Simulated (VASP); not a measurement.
# Lu (Fd-3m) in VASP: a series of runs

The runs below take Lu through relaxation of cell and atoms, single point, with PBE.

Program: VASP 6.6.1. These are calculated values, not measurements. Logs are shortened: lines on timing, memory, paths and dates and some standing lists are left out, and cuts for length are marked.

## (1) The cell of the first run

It takes space group Fd-3m (No. 227, cubic). Conventional cell: a = 6.740 Å, b = 6.740 Å, c = 6.740 Å, α = 90.00°, β = 90.00°, γ = 90.00°. Within 3.8 Å of Lu (site symmetry -43m) lie 4 Lu at 2.92 Å.

This isn't the form of Lu at room conditions, which is hcp.

## (2) Relaxation of cell and atoms, PBE

INCAR

```
SYSTEM = Lu
ALGO = Normal
EDIFF = 1E-7
EDIFFG = -0.03
ENCUT = 600
GGA = PE
GGA_COMPAT = .FALSE.
IBRION = 2
ISIF = 3
ISMEAR = -1
LASPH = .TRUE.
LCHARG = .FALSE.
LREAL = .FALSE.
LWAVE = .FALSE.
NELM = 120
NELMIN = 4
NSW = 80
PREC = Accurate
SIGMA = 0.05
```

KPOINTS

```
k-points
0
G
  12 12 12
  0 0 0
```

POSCAR

```
Lu
1.0
    0.0000000000      3.3700000000      3.3700000000
    3.3700000000      0.0000000000      3.3700000000
    3.3700000000      3.3700000000      0.0000000000
Lu
2
Direct
    1.0000000000      1.0000000000      1.0000000000
    0.2500000000      0.2500000000      0.2500000000
```

Potentials or basis: VASP PAW PBE potentials, release 64 (Lu).

Started as:

```
$ cat potpaw_PBE.64/Lu/POTCAR > POTCAR
$ mpirun -np 1 vasp_std > vasp.out
```

OUTCAR:

```text
SYSTEM = Lu
   EDIFF = 1E-7
   EDIFFG = -0.03
   ENCUT = 600
   GGA = PE
   IBRION = 2
   ISIF = 3
   ISMEAR = -1
   LASPH = .TRUE.
   LREAL = .FALSE.
   NELM = 120
   NELMIN = 4
   NSW = 80
   PREC = Accurate

 ion  position               nearest neighbor table
   1  0.000  0.000  0.000-   2 2.92   2 2.92   2 2.92   2 2.92
   2  0.250  0.250  0.250-   1 2.92   1 2.92   1 2.92   1 2.92

  LATTYP: Found a face centered cubic cell.
 ALAT       =     6.7400000000

  Lattice vectors:

 A1 = (   0.0000000000,   3.3700000000,   3.3700000000)
 A2 = (   3.3700000000,   0.0000000000,   3.3700000000)
 A3 = (   3.3700000000,   3.3700000000,   0.0000000000)

Analysis of symmetry for initial positions (statically):
=====================================================================
 Subroutine PRICEL returns:
 Original cell was already a primitive cell.

 Routine SETGRP: Setting up the symmetry group for a
 face centered cubic supercell.

 Subroutine GETGRP returns: Found 48 space group operations
 (whereof 24 operations were pure point group operations)
 out of a pool of 48 trial point group operations.

The static configuration has the point symmetry T_d .
 The point group associated with its full space group is O_h .

Analysis of symmetry for dynamics (positions and initial velocities):
=====================================================================
 Subroutine PRICEL returns:
 Original cell was already a primitive cell.

 Routine SETGRP: Setting up the symmetry group for a
 face centered cubic supercell.

 Subroutine GETGRP returns: Found 48 space group operations
 (whereof 24 operations were pure point group operations)
 out of a pool of 48 trial point group operations.

The dynamic configuration has the point symmetry T_d .
 The point group associated with its full space group is O_h .

 Subroutine INISYM returns: Found 48 space group operations
 (whereof 24 operations are pure point group operations),
 and found     1 'primitive' translations

----------------------------------------------------------------------------------------

                                     Primitive cell

  volume of cell :      76.5455

  direct lattice vectors                    reciprocal lattice vectors
     0.000000000  3.370000000  3.370000000    -0.148367953  0.148367953  0.148367953
     3.370000000  0.000000000  3.370000000     0.148367953 -0.148367953  0.148367953
     3.370000000  3.370000000  0.000000000     0.148367953  0.148367953 -0.148367953

  length of vectors
     4.765899705  4.765899705  4.765899705     0.256980832  0.256980832  0.256980832

  position of ions in fractional coordinates (direct lattice)
     0.000000000  0.000000000  0.000000000
     0.250000000  0.250000000  0.250000000

  ion indices of the primitive-cell ions
   primitive index   ion index
                 1           1
                 2           2

----------------------------------------------------------------------------------------

 KPOINTS: k-points

Automatic generation of k-mesh.
 Grid dimensions read from file:
 generate k-points for:   12   12   12

 Generating k-lattice:

  Cartesian coordinates                     Fractional coordinates (reciprocal lattice)
    -0.012363996  0.012363996  0.012363996     0.083333333  0.000000000  0.000000000
     0.012363996 -0.012363996  0.012363996     0.000000000  0.083333333  0.000000000
     0.012363996  0.012363996 -0.012363996     0.000000000  0.000000000  0.083333333

  Length of vectors
     0.021415069  0.021415069  0.021415069

  Shift w.r.t. Gamma in fractional coordinates (k-lattice)
     0.000000000  0.000000000  0.000000000

 Subroutine IBZKPT returns following result:
 ===========================================

 Found     72 irreducible k-points:

 Following reciprocal coordinates:
            Coordinates               Weight
  0.000000  0.000000  0.000000      1.000000
  0.083333  0.000000  0.000000      8.000000
  0.166667  0.000000  0.000000      8.000000
  0.250000  0.000000  0.000000      8.000000
  0.333333  0.000000  0.000000      8.000000
  0.416667  0.000000  0.000000      8.000000
[... 16 lines left out ...]
  0.500000  0.166667  0.000000     24.000000
 -0.416667  0.166667  0.000000     24.000000
 [... further k-points ...]
   k-points           NKPTS =     72   k-points in BZ     NKDIM =     72   number of bands    NBANDS=     30
   number of dos      NEDOS =    301   number of ions     NIONS =      2
   total plane-waves  NPLWV =  64000
   dimension x,y,z NGX =    40 NGY =   40 NGZ =   40
   dimension x,y,z NGXF=    80 NGYF=   80 NGZF=   80
   ions per type =               2
   NGX,Y,Z   is equivalent  to a cutoff of  13.95, 13.95, 13.95 a.u.
   NGXF,Y,Z  is equivalent  to a cutoff of  27.91, 27.91, 27.91 a.u.
 SYSTEM =  Lu
   PREC   = accura    normal or accurate (medium, high low for compatibility)
   ISTART =      0    job   : 0-new  1-cont  2-samecut
   ICHARG =      2    charge: 1-file 2-atom 10-const
   ISPIN  =      1    spin polarized calculation?
   LNONCOLLINEAR =      F non collinear calculations
   LSORBIT =      F    spin-orbit coupling
   LASPH  =      T    aspherical Exc in radial PAW
   ENCUT  =  600.0 eV  44.10 Ry    6.64 a.u.   9.52  9.52  9.52*2*pi/ulx,y,z
   NELM   =    120;   NELMIN=  4; NELMDL= -5     # of ELM steps
   EDIFF  = 0.1E-06   stopping-criterion for ELM
   LREAL  =      F    real-space projection
   EDIFFG = -.3E-01   stopping-criterion for IOM
   NSW    =     80    number of steps for IOM
   IBRION =      2    ionic relax: 0-MD 1-quasi-New 2-CG
   NFREE  =      1    steps in history (QN), initial steepest desc. (CG)
   ISIF   =      3    stress and relaxation
   ISYM   =      2    0-nonsym 1-usesym 2-fastsym
   POTIM  = 0.5000    time-step for ionic-motion
   TEBEG  =    0.0;   TEEND  =   0.0 temperature during run
   PSTRESS=    0.0 pullay stress
   NELECT =      50.0000    total number of electrons
   NUPDOWN=      -1.0000    fix difference up-down
   EMIN   =  10.00;   EMAX   =-10.00  energy-range for DOS
   EFERMI =   0.00;   METHOD = LEGACY
   ISMEAR =    -1;   SIGMA  =   0.05  broadening in eV -4-tet -1-fermi 0-gaus
   EFERMI_NEDOS =   21; number of points for ismear=-14 and -15
   IALGO  =     38    algorithm
   IMIX   =      4    mixing-type and parameters
     AMIX     =   0.40;   BMIX     =  1.00
     AMIX_MAG =   1.60;   BMIX_MAG =  1.00
  volume/ion in A,a.u.               =      38.27       258.28
  Fermi-wavevector in a.u.,A,eV,Ry     =   1.420447  2.684255 27.452050  2.017669
  Thomas-Fermi vector in A             =   2.541361
   LORBIT       =      0    0 simple, 1 ext, 2 COOP (PROOUT), +10 PAW based schemes
   GGA     = PE    functional components
   LHFCALC =     F    Hartree Fock is set to
   AEXX    =    0.0000 exact exchange contribution
   IVDW    =     0    specifies the selected vdW correction
   LEPSILON=     F    determine dielectric tensor
   LRPA    =     F    only Hartree local field effects (RPA)
 conjugate gradient relaxation of ions
 non-spin polarized calculation
  energy-cutoff  :      600.00
  volume of cell :       76.55
 maximum number of plane-waves:      2637
 NGX is ok and might be reduce to    40
   NGX = 19   NGY = 19   NGZ = 19

--------------------------------------- Ionic step        1  -------------------------------------------

 number of electron      49.9999990 magnetization

 Free energy of the ion-electron system (eV)
  ---------------------------------------------------
  ext. energy  EPLUGINS =         0.00000000
  ---------------------------------------------------
  free energy    TOTEN  =        -4.79623565 eV

  energy without entropy =       -4.76562428  energy(sigma->0) =       -4.78092996

------------------------ aborting loop because EDIFF is reached ----------------------------------------

  FORCE on cell =-STRESS in cart. coord.  units (eV):
  Direction    XX          YY          ZZ          XY          YZ          ZX
  --------------------------------------------------------------------------------------
  -------------------------------------------------------------------------------------
  Total        1.8013486      1.8013486      1.8013486      0.0000000      0.0000000      0.0000000
  in kB       37.7041065     37.7041065     37.7041065      0.0000000      0.0000000      0.0000000
  external PRESSURE =      37.7041065 kB  Pullay stress =       0.0000000 kB

 VOLUME and BASIS-vectors are now :
 -----------------------------------------------------------------------------
  energy-cutoff  :      600.00
  volume of cell :       76.55
      direct lattice vectors                 reciprocal lattice vectors
     0.000000000  3.370000000  3.370000000    -0.148367953  0.148367953  0.148367953
     3.370000000  0.000000000  3.370000000     0.148367953 -0.148367953  0.148367953
     3.370000000  3.370000000  0.000000000     0.148367953  0.148367953 -0.148367953
[... 37 lines left out ...]
 POSITION                                       TOTAL-FORCE (eV/Angst)
 -----------------------------------------------------------------------------------
      3.51643      7.03286      3.51643        -0.000000     -0.000000     -0.000000
      1.75821      1.75821      1.75821         0.000000      0.000000      0.000000
 -----------------------------------------------------------------------------------
    total drift:                               -0.000000     -0.000000      0.000000

  FREE ENERGIE OF THE ION-ELECTRON SYSTEM (eV)
  ---------------------------------------------------
  free  energy   TOTEN  =        -4.9789117089 eV

  energy  without entropy=       -4.9417414381  energy(sigma->0) =       -4.96032657

--------------------------------------- Ionic step        3  -------------------------------------------

 number of electron      49.9999994 magnetization

 E-fermi :  -0.0483     XC(G=0):  -7.9849

 val. band max:       -0.0534337797   @ k =   0.3333   0.3333   0.0000
 cond. band min:      -0.0463309122   @ k =  -0.3333   0.2500   0.0833
 fundamental gap:      0.0071028675
 Fermi energy:        -0.0482596729

 k-point     1 :       0.0000    0.0000    0.0000
  band No.  band energies     occupation
      1     -57.3791      2.00000
      2     -57.3339      2.00000
      3     -28.1039      2.00000
      4     -28.1039      2.00000
      5     -28.1039      2.00000
      6     -27.8608      2.00000
[... 805 lines left out ...]
 POSITION                                       TOTAL-FORCE (eV/Angst)
 -----------------------------------------------------------------------------------
      0.00000      0.00000      0.00000         0.000000      0.000000      0.000000
      1.86915      1.86915      1.86915        -0.000000     -0.000000     -0.000000
 -----------------------------------------------------------------------------------
    total drift:                               -0.000000     -0.000000      0.000000

  FREE ENERGIE OF THE ION-ELECTRON SYSTEM (eV)
  ---------------------------------------------------
  free  energy   TOTEN  =        -5.0596038362 eV

  energy  without entropy=       -5.0178633047  energy(sigma->0) =       -5.03873357

--------------------------------------- Ionic step        4  -------------------------------------------

 number of electron      49.9999985 magnetization

 Free energy of the ion-electron system (eV)
  ---------------------------------------------------
  ext. energy  EPLUGINS =         0.00000000
  ---------------------------------------------------
  free energy    TOTEN  =        -5.06366198 eV

  energy without entropy =       -5.02292962  energy(sigma->0) =       -5.04329580

 E-fermi :   0.0234     XC(G=0):  -8.1114

 val. band max:        0.0208419973   @ k =   0.4167   0.3333   0.0833
 cond. band min:       0.0258720333   @ k =   0.4167   0.2500   0.0000
 fundamental gap:      0.0050300360
 Fermi energy:         0.0234282032

 k-point     1 :       0.0000    0.0000    0.0000
  band No.  band energies     occupation
      1     -57.2432      2.00000
      2     -57.1907      2.00000
      3     -27.9830      2.00000
      4     -27.9830      2.00000
      5     -27.9830      2.00000
      6     -27.7136      2.00000
[... 805 lines left out ...]
 POSITION                                       TOTAL-FORCE (eV/Angst)
 -----------------------------------------------------------------------------------
      0.00000      0.00000      0.00000         0.000000     -0.000000      0.000000
      1.84816      1.84816      1.84816        -0.000000      0.000000     -0.000000
 -----------------------------------------------------------------------------------
    total drift:                               -0.000000     -0.000000      0.000000

  FREE ENERGIE OF THE ION-ELECTRON SYSTEM (eV)
  ---------------------------------------------------
  free  energy   TOTEN  =        -5.0636619847 eV

  energy  without entropy=       -5.0229296187  energy(sigma->0) =       -5.04329580

 reached required accuracy - stopping structural energy minimisation
```

Run time: 12 min. Hardware: 1 thread of AMD EPYC 9R45 (Zen 5), shared host; peak memory 0.34 GiB.

What came out:

* Free energy: -5.0637 eV
* Relaxed volume: 50.50 Å³/atom
* Relaxed cell: a = 5.227 Å, b = 5.227 Å, c = 5.227 Å, α = 60.00°, β = 60.00°, γ = 60.00°
* Space group after relaxing (to 0.1 Å): Fd-3m (No. 227)
* Energy gained by relaxing: 133.7 meV/atom
* Ionic steps: 4
* Pressure after relaxing: 0.0 GPa
* Band gap on the k mesh: zero (bands 25 and 26 overlap by 1.07 eV)

Step by step:
```csv
step,energy change (eV),largest force (eV/Å),pressure (GPa),volume (Å³)
1,0.0000,0.0000,3.77,76.55
2,-0.1827,0.0000,2.00,86.96
3,-0.2634,0.0000,-0.39,104.48
4,-0.2674,0.0000,0.02,101.00
```

Final structure:
```cif
data_structure
_symmetry_space_group_name_H-M 'P 1'
_symmetry_Int_Tables_number 1
_cell_length_a 5.2274
_cell_length_b 5.2274
_cell_length_c 5.2274
_cell_angle_alpha 60.000
_cell_angle_beta 60.000
_cell_angle_gamma 60.000
_cell_volume 101.00
loop_
_atom_site_label
_atom_site_type_symbol
_atom_site_fract_x
_atom_site_fract_y
_atom_site_fract_z
_atom_site_occupancy
Lu1 Lu 0.00000 0.00000 0.00000 1
Lu2 Lu 0.25000 0.25000 0.25000 1
```

Caveat: the volume moved by over 15 % at a fixed basis, so the end points are rough; spin-orbit coupling is left out, which moves the levels of the heavy elements.

## (3) Relaxation of cell and atoms, PBE, target pressure 20 GPa, at which the enthalpy is minimised

INCAR

```
  PREC = Accurate
  ENCUT = 600
  EDIFF = 1E-7
  ISMEAR = -1
  SIGMA = 0.05
  LREAL = False
  LASPH = True
  NELM = 120
  ALGO = Normal
  ISIF = 3
  LWAVE = False
  LCHARG = False
  GGA = PE
  IBRION = 2
  NSW = 80
  EDIFFG = -0.03
  PSTRESS = 200.0
  GGA_COMPAT = False
  NELMIN = 4
```

KPOINTS

```
regular mesh
0
Gamma
  12 12 12
```

POSCAR is that of step 2.

Potentials or basis: VASP PAW PBE potentials, release 64 (Lu).

Started as:

```
$ cat potpaw_PBE.64/Lu/POTCAR > POTCAR
$ mpirun -np 1 vasp_std > vasp.out
```

It took 8.8 min on 1 thread of AMD EPYC 9R45 (Zen 5), shared host; peak memory 0.35 GiB.

It converged, with:

| Item | Value |
| --- | --- |
| Free energy | -3.2893 eV |
| Relaxed volume | 25.06 Å³/atom |
| Relaxed cell | a = 4.139 Å, b = 4.139 Å, c = 4.139 Å, α = 60.00°, β = 60.00°, γ = 60.00° |
| Space group after relaxing (to 0.1 Å) | Fd-3m (No. 227) |
| Energy change on relaxing (the run minimises the enthalpy) | +753.5 meV/atom |
| Ionic steps | 3 |
| Pressure after relaxing | 19.9 GPa |
| Band gap on the k mesh | zero (bands 25 and 26 overlap by 1.36 eV) |

Step by step:
| step | energy change (eV) | largest force (eV/Å) | pressure (GPa) | volume (Å³) |
| --- | --- | --- | --- | --- |
| 1 | 0.0000 | 0.0000 | 3.77 | 76.55 |
| 2 | 3.0973 | 0.0000 | 39.94 | 41.13 |
| 3 | 1.5069 | 0.0000 | 19.92 | 50.13 |

Final structure:
```
Lu
1.0
     0.00000    2.92651    2.92651
     2.92651    0.00000    2.92651
     2.92651    2.92651    0.00000
Lu
2
Cartesian
  0.0000 0.0000 0.0000
  1.4633 1.4633 1.4633
```

Levels at points of the mesh, in eV from the Fermi level:
```tsv
k point	band 23	band 24	band 25	band 26	band 27	band 28
(0.00, 0.00, 0.00)	-5.15	-0.33	-0.33	1.27	1.27	1.27
(0.50, 0.00, 0.00)	-2.09	-1.12	-0.27	-0.27	1.09	1.09
(0.50, 0.50, 0.00)	-1.92	-1.92	0.88	0.88	1.26	1.26
```

Caveat: the cell is relaxed towards a set pressure, so the run minimises the enthalpy, not the energy; the volume moved by over 15 % at a fixed basis, so the end points are rough; spin-orbit coupling is left out, which moves the levels of the heavy elements.

## (4) Single point, PBE

This run uses another cell than the first one, of 50.39 Å³/atom.

INCAR

```
SYSTEM = Lu
PREC     = Accurate       ! precision mode
ENCUT    = 600            ! plane-wave cutoff, eV
EDIFF    = 1E-6           ! SCF threshold, eV
ISMEAR   = -1             ! smearing method
SIGMA    = 0.05           ! smearing width, eV
LREAL    = .False.        ! projectors in reciprocal space
LASPH    = .True.         ! aspherical terms in the spheres
NELM     = 120            ! most SCF steps
ALGO     = Normal         ! electronic algorithm
ISIF     = 2              ! what is computed and relaxed
LWAVE    = .False.        ! write WAVECAR
LCHARG   = .True.         ! write CHGCAR
GGA      = PE             ! functional
LELF     = .True.         ! ELF
LVHAR    = .True.       
NBANDS   = 32             ! bands
GGA_COMPAT= .False.
```

KPOINTS

```
regular mesh
0
Gamma
  12 12 12
  0 0 0
```

POSCAR

```
Lu
1.0
    0.0000000000      3.6936760049      3.6936760049
    3.6936760049      0.0000000000      3.6936760049
    3.6936760049      3.6936760049      0.0000000000
Lu
2
Direct
    1.0000000000      1.0000000000      1.0000000000
    0.2500000000      0.2500000000      0.2500000000
```

Started as:

```
$ cat potpaw_PBE.64/Lu/POTCAR > POTCAR
$ mpirun -np 1 vasp_std > vasp.out
```

It took 2.9 min on 1 thread of Intel Xeon 6975P-C (Granite Rapids), shared host; peak memory 0.41 GiB.

Results (log left out):

```yaml
Free_energy: -5.0677 eV
Pressure: 0.1 GPa
Band_gap_on_the_k_mesh: zero (bands 25 and 26 overlap by 1.08 eV)
```

Levels at points of the mesh, in eV from the Fermi level:
```
           k point  band 21  band 22  band 23  band 24  band 25  band 26  band 27  band 28
(0.00, 0.00, 0.00)    -5.87    -5.87    -4.46     0.37     0.37     0.44     0.44     0.44
(0.50, 0.00, 0.00)    -5.87    -5.87    -2.90    -0.99     0.24     0.29     0.29     0.65
(0.50, 0.50, 0.00)    -5.88    -5.88    -1.56    -1.56    -0.53    -0.53     0.80     0.80
```

Caveat: spin-orbit coupling is left out, which moves the levels of the heavy elements.

## (5) Summary

```tsv
task	cell	gap on the mesh (eV)	pressure (GPa)
relaxation of cell and atoms	relaxed from a = 4.766 Å, angles 60.0°, 2 atoms	none	0.0
relaxation of cell and atoms	relaxed to 20 GPa from a = 4.766 Å, angles 60.0°, 2 atoms	none	19.9
single point	a = 5.224 Å, angles 60.0°, 2 atoms	none	0.1
```

Alike in all rows: level PBE; potentials or basis VASP PAW PBE potentials, release 64 (Lu); no spin polarisation; k mesh 12 × 12 × 12; cutoff (eV) 600; smearing fermi-dirac 0.05 eV.

Caveats: spin-orbit coupling is left out, which moves the levels of the heavy elements; the volume moved by over 15 % at a fixed basis, so the end points are rough (at least some runs); the cell is relaxed towards a set pressure, so the run minimises the enthalpy, not the energy (at least some runs).

Total energies depend on the potentials used, so only differences within one code and one set of settings carry meaning.
